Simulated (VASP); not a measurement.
# TiAl (Pm-3m) in VASP: single point with r2SCAN

Aim: the single point of TiAl with r2SCAN.

All numbers are computed with VASP 6.6.1; they aren't measurements. Logs are shortened: lines on timing, memory, paths and dates and some standing lists are left out, and cuts for length are marked.

## 1. The cell of the first run

Symmetry: Pm-3m, No. 221, cubic system. Conventional cell: a = 2.925 Å, b = 2.925 Å, c = 2.925 Å, α = 90.00°, β = 90.00°, γ = 90.00°. Within 3.3 Å of Ti (site symmetry m-3m) lie 8 Al at 2.53 Å and 6 Ti at 2.92 Å. Al (site symmetry m-3m) has 8 Ti at 2.53 Å and 6 Al at 2.92 Å within 3.3 Å.

## 2. Single point, r2SCAN (strain -0.080 along x and y, -0.080 along z)

Contents of POSCAR:

```
TiAl
1.0
    2.9247388800      0.0000000000      0.0000000000
    0.0000000000      2.9247388800      0.0000000000
    0.0000000000      0.0000000000      2.9247388800
Ti Al
1 1
Direct
    0.0000000000      0.0000000000      0.0000000000
    0.5000000000      0.5000000000      0.5000000000
```

Contents of INCAR.step1:

```
ALGO     = Normal         # electronic algorithm
EDIFF    = 1E-4           # SCF threshold, eV
ENCUT    = 520            # plane-wave cutoff, eV
GGA      = PE             # functional
ISMEAR   = 0              # smearing method
LASPH    = T              # aspherical terms in the spheres
LCHARG   = F              # write CHGCAR
LREAL    = F              # projectors in reciprocal space
LWAVE    = T              # write WAVECAR
NBANDS   = 14             # bands
NELM     = 100            # most SCF steps
PREC     = Accurate       # precision mode
SIGMA    = 0.15           # smearing width, eV
```

Contents of INCAR.step2:

```
ALGO     = Normal         # electronic algorithm
EDIFF    = 1E-6           # SCF threshold, eV
ENCUT    = 520            # plane-wave cutoff, eV
ISIF     = 2              # what is computed and relaxed
ISMEAR   = 0              # smearing method
ISTART   = 1            
LASPH    = T              # aspherical terms in the spheres
LCHARG   = T              # write CHGCAR
LELF     = T              # ELF
LMIXTAU  = T            
LREAL    = F              # projectors in reciprocal space
LVHAR    = T            
LWAVE    = F              # write WAVECAR
METAGGA  = R2SCAN         # meta-GGA
NBANDS   = 14             # bands
NELM     = 100            # most SCF steps
PREC     = Accurate       # precision mode
SIGMA    = 0.15           # smearing width, eV
```

Contents of KPOINTS:

```
k-points
0
Gamma
  16 16 16
```

Potentials or basis: VASP PAW PBE potentials, release 64 (Ti_sv, Al).

On the command line:

```sh
$ cat potpaw_PBE.64/Ti_sv/POTCAR potpaw_PBE.64/Al/POTCAR > POTCAR
$ cp INCAR.step1 INCAR
$ mpirun -np 1 vasp_std > vasp.out
$ cp INCAR.step2 INCAR
$ mpirun -np 1 vasp_std > vasp.out
```

OUTCAR:

```text
EDIFF = 1E-6
   ENCUT = 520
   ISIF = 2
   ISMEAR = 0
   ISTART = 1
   LASPH = T
   LREAL = F
   METAGGA = R2SCAN
   NELM = 100
   PREC = Accurate

 ion  position               nearest neighbor table
   1  0.000  0.000  0.000-   2 2.53   2 2.53   2 2.53   2 2.53   2 2.53   2 2.53   2 2.53   2 2.53

   2  0.500  0.500  0.500-   1 2.53   1 2.53   1 2.53   1 2.53   1 2.53   1 2.53   1 2.53   1 2.53

  LATTYP: Found a simple cubic cell.
 ALAT       =     2.9247388800

  Lattice vectors:

 A1 = (   2.9247388800,   0.0000000000,   0.0000000000)
 A2 = (   0.0000000000,   2.9247388800,   0.0000000000)
 A3 = (   0.0000000000,   0.0000000000,   2.9247388800)

Analysis of symmetry for initial positions (statically):
=====================================================================
 Subroutine PRICEL returns:
 Original cell was already a primitive cell.

 Routine SETGRP: Setting up the symmetry group for a
 simple cubic supercell.

 Subroutine GETGRP returns: Found 48 space group operations
 (whereof 48 operations were pure point group operations)
 out of a pool of 48 trial point group operations.

The static configuration has the point symmetry O_h .

Analysis of symmetry for dynamics (positions and initial velocities):
=====================================================================
 Subroutine PRICEL returns:
 Original cell was already a primitive cell.

 Routine SETGRP: Setting up the symmetry group for a
 simple cubic supercell.

 Subroutine GETGRP returns: Found 48 space group operations
 (whereof 48 operations were pure point group operations)
 out of a pool of 48 trial point group operations.

The dynamic configuration has the point symmetry O_h .

 Subroutine INISYM returns: Found 48 space group operations
 (whereof 48 operations are pure point group operations),
 and found     1 'primitive' translations

----------------------------------------------------------------------------------------

                                     Primitive cell

  volume of cell :      25.0185

  direct lattice vectors                    reciprocal lattice vectors
     2.924738880  0.000000000  0.000000000     0.341910865  0.000000000  0.000000000
     0.000000000  2.924738880  0.000000000     0.000000000  0.341910865  0.000000000
     0.000000000  0.000000000  2.924738880     0.000000000  0.000000000  0.341910865

  length of vectors
     2.924738880  2.924738880  2.924738880     0.341910865  0.341910865  0.341910865

  position of ions in fractional coordinates (direct lattice)
     0.000000000  0.000000000  0.000000000
     0.500000000  0.500000000  0.500000000

  ion indices of the primitive-cell ions
   primitive index   ion index
                 1           1
                 2           2

----------------------------------------------------------------------------------------

 KPOINTS: k-points

Automatic generation of k-mesh.
 Grid dimensions read from file:
 generate k-points for:   16   16   16

 Generating k-lattice:

  Cartesian coordinates                     Fractional coordinates (reciprocal lattice)
     0.021369429  0.000000000  0.000000000     0.062500000  0.000000000  0.000000000
     0.000000000  0.021369429  0.000000000     0.000000000  0.062500000  0.000000000
     0.000000000  0.000000000  0.021369429     0.000000000  0.000000000  0.062500000

  Length of vectors
     0.021369429  0.021369429  0.021369429

  Shift w.r.t. Gamma in fractional coordinates (k-lattice)
     0.000000000  0.000000000  0.000000000

 Subroutine IBZKPT returns following result:
 ===========================================

 Found    165 irreducible k-points:

 Following reciprocal coordinates:
            Coordinates               Weight
  0.000000  0.000000  0.000000      1.000000
  0.062500  0.000000  0.000000      6.000000
  0.125000  0.000000  0.000000      6.000000
  0.187500  0.000000  0.000000      6.000000
  0.250000  0.000000  0.000000      6.000000
  0.312500  0.000000  0.000000      6.000000
[... 16 lines left out ...]
  0.437500  0.125000  0.000000     24.000000
  0.500000  0.125000  0.000000     12.000000
 [... further k-points ...]
   k-points           NKPTS =    165   k-points in BZ     NKDIM =    165   number of bands    NBANDS=     14
   number of dos      NEDOS =    301   number of ions     NIONS =      2
   total plane-waves  NPLWV =  13824
   dimension x,y,z NGX =    24 NGY =   24 NGZ =   24
   dimension x,y,z NGXF=    48 NGYF=   48 NGZF=   48
   ions per type =               1   1
   NGX,Y,Z   is equivalent  to a cutoff of  13.64, 13.64, 13.64 a.u.
   NGXF,Y,Z  is equivalent  to a cutoff of  27.28, 27.28, 27.28 a.u.
 SYSTEM =  unknown system
   PREC   = accura    normal or accurate (medium, high low for compatibility)
   ISTART =      1    job   : 0-new  1-cont  2-samecut
   ICHARG =      0    charge: 1-file 2-atom 10-const
   ISPIN  =      1    spin polarized calculation?
   LNONCOLLINEAR =      F non collinear calculations
   LSORBIT =      F    spin-orbit coupling
   LASPH  =      T    aspherical Exc in radial PAW
   ENCUT  =  520.0 eV  38.22 Ry    6.18 a.u.   5.44  5.44  5.44*2*pi/ulx,y,z
   NELM   =    100;   NELMIN=  2; NELMDL=  0     # of ELM steps
   EDIFF  = 0.1E-05   stopping-criterion for ELM
   LREAL  =      F    real-space projection
   EDIFFG = 0.1E-04   stopping-criterion for IOM
   NSW    =      0    number of steps for IOM
   IBRION =     -1    ionic relax: 0-MD 1-quasi-New 2-CG
   NFREE  =      0    steps in history (QN), initial steepest desc. (CG)
   ISIF   =      2    stress and relaxation
   ISYM   =      2    0-nonsym 1-usesym 2-fastsym
   POTIM  = 0.5000    time-step for ionic-motion
   TEBEG  =    0.0;   TEEND  =   0.0 temperature during run
   PSTRESS=    0.0 pullay stress
   NELECT =      15.0000    total number of electrons
   NUPDOWN=      -1.0000    fix difference up-down
   EMIN   =  10.00;   EMAX   =-10.00  energy-range for DOS
   EFERMI =   0.00;   METHOD = LEGACY
   ISMEAR =     0;   SIGMA  =   0.15  broadening in eV -4-tet -1-fermi 0-gaus
   EFERMI_NEDOS =   21; number of points for ismear=-14 and -15
   IALGO  =     38    algorithm
   IMIX   =      4    mixing-type and parameters
     AMIX     =   0.40;   BMIX     =  1.00
     AMIX_MAG =   1.60;   BMIX_MAG =  1.00
  volume/ion in A,a.u.               =      12.51        84.42
  Fermi-wavevector in a.u.,A,eV,Ry     =   1.380442  2.608657 25.927534  1.905620
  Thomas-Fermi vector in A             =   2.505319
   LORBIT       =      0    0 simple, 1 ext, 2 COOP (PROOUT), +10 PAW based schemes
   METAGGA = R2SCAN    functional components
   LHFCALC =     F    Hartree Fock is set to
   AEXX    =    0.0000 exact exchange contribution
   IVDW    =     0    specifies the selected vdW correction
   LEPSILON=     F    determine dielectric tensor
   LRPA    =     F    only Hartree local field effects (RPA)
 non-spin polarized calculation
 Gauss-broadening in eV      SIGMA  =   0.15
  energy-cutoff  :      520.00
  volume of cell :       25.02
 maximum number of plane-waves:       695
 NGX is ok and might be reduce to    24
   NGX = 11   NGY = 11   NGZ = 11

 number of electron      15.0000005 magnetization

 Free energy of the ion-electron system (eV)
  ---------------------------------------------------
  ext. energy  EPLUGINS =         0.00000000
  ---------------------------------------------------
  free energy    TOTEN  =       -19.48455764 eV

  energy without entropy =      -19.46913160  energy(sigma->0) =      -19.47684462

 E-fermi :  11.7338     XC(G=0): -13.1120

 val. band max:       11.7320402319   @ k =   0.3750   0.2500   0.1875
 cond. band min:      11.7490500355   @ k =   0.5000   0.3750   0.2500
 fundamental gap:      0.0170098036
 Fermi energy:        11.7337922232

 k-point     1 :       0.0000    0.0000    0.0000
  band No.  band energies     occupation
      1     -46.9842      2.00000
      2     -22.0975      2.00000
      3     -22.0975      2.00000
      4     -22.0975      2.00000
      5       0.7904      2.00000
      6       9.3630      2.00000
      7       9.3630      2.00000
      8      14.4434      0.00000
      9      14.4434      0.00000
     10      14.4434      0.00000
     11      17.8707      0.00000
     12      17.8707      0.00000
     13      17.8707      0.00000
     14      22.4240      0.00000

 k-point     2 :       0.0625    0.0000    0.0000
  band No.  band energies     occupation
      1     -46.9823      2.00000
      2     -22.1152      2.00000
      3     -22.0959      2.00000
      4     -22.0959      2.00000
      5       0.8722      2.00000
      6       9.3478      2.00000
      7       9.4040      2.00000
      8      14.2844      0.00000
      9      14.2844      0.00000
     10      14.4552      0.00000
     11      17.5500      0.00000
     12      18.0763      0.00000
     13      18.0763      0.00000
     14      22.2709      0.00000

 k-point     3 :       0.1250    0.0000    0.0000
  band No.  band energies     occupation
      1     -46.9771      2.00000
      2     -22.1654      2.00000
      3     -22.0916      2.00000
      4     -22.0916      2.00000
      5       1.1147      2.00000
      6       9.2742      2.00000
      7       9.5240      2.00000
      8      13.9010      0.00000
      9      13.9010      0.00000
     10      14.4887      0.00000
     11      16.8701      0.00000
     12      18.6013      0.00000
     13      18.6013      0.00000
     14      21.8409      0.00000
[... 324 lines left out ...]
 k-point    23 :       0.4375    0.1250    0.0000
  band No.  band energies     occupation
      1     -46.9307      2.00000
      2     -22.5217      2.00000
      3     -22.1216      2.00000
      4     -22.0532      2.00000
      5       4.5262      2.00000
      6       6.4412      2.00000
      7      10.7327      2.00000
      8      11.6799      1.38882
      9      12.2349      0.00000
     10      14.3617      0.00000
     11      16.0225      0.00000
     12      19.1595      0.00000
     13      21.5156      0.00000
     14      23.2403      0.00000

 k-point    24 :       0.5000    0.1250    0.0000
  band No.  band energies     occupation
      1     -46.9289      2.00000
      2     -22.5383      2.00000
      3     -22.1199      2.00000
      4     -22.0517      2.00000
      5       5.1746      2.00000
      6       5.7611      2.00000
      7      10.8555      2.00000
      8      11.5707      1.87598
      9      12.1758      0.00003
     10      14.3771      0.00000
     11      16.0696      0.00000
     12      19.0776      0.00000
     13      21.8308      0.00000
     14      23.8003      0.00000

 [... further k-points ...]

------------------------ aborting loop because EDIFF is reached ----------------------------------------

  FORCE on cell =-STRESS in cart. coord.  units (eV):
  Direction    XX          YY          ZZ          XY          YZ          ZX
  --------------------------------------------------------------------------------------
  -------------------------------------------------------------------------------------
  Total        7.3494708      7.3494708      7.3494708      0.0000000      0.0000000     -0.0000000
  in kB      470.6579011    470.6579011    470.6579011      0.0000000      0.0000000     -0.0000000
  external PRESSURE =     470.6579011 kB  Pullay stress =       0.0000000 kB

 VOLUME and BASIS-vectors are now :
 -----------------------------------------------------------------------------
  energy-cutoff  :      520.00
  volume of cell :       25.02
      direct lattice vectors                 reciprocal lattice vectors
     2.924738880  0.000000000  0.000000000     0.341910865  0.000000000  0.000000000
     0.000000000  2.924738880  0.000000000     0.000000000  0.341910865  0.000000000
     0.000000000  0.000000000  2.924738880     0.000000000  0.000000000  0.341910865

 POSITION                                       TOTAL-FORCE (eV/Angst)
 -----------------------------------------------------------------------------------
      0.00000      0.00000      0.00000         0.000000      0.000000      0.000000
      1.46237      1.46237      1.46237         0.000000      0.000000      0.000000
 -----------------------------------------------------------------------------------
    total drift:                               -0.000000      0.000000      0.000000

  FREE ENERGIE OF THE ION-ELECTRON SYSTEM (eV)
  ---------------------------------------------------
  free  energy   TOTEN  =       -19.4845576433 eV

  energy  without entropy=      -19.4691316019  energy(sigma->0) =      -19.47684462
```

Wall time 3 min (1 thread of Intel Xeon 8259CL, shared host); peak memory 0.19 GiB.

Results:

- Free energy: -19.4846 eV
- Pressure: 47.1 GPa
- Band gap on the k mesh: zero (an odd number of electrons rules out a gap without spin polarisation)

Caveat: the cell differs from its parent crystal (strain -0.080 along x and y, -0.080 along z); the cell stands under pressure; the PAW data sets were made with another functional, which shifts forces and pressure a little.
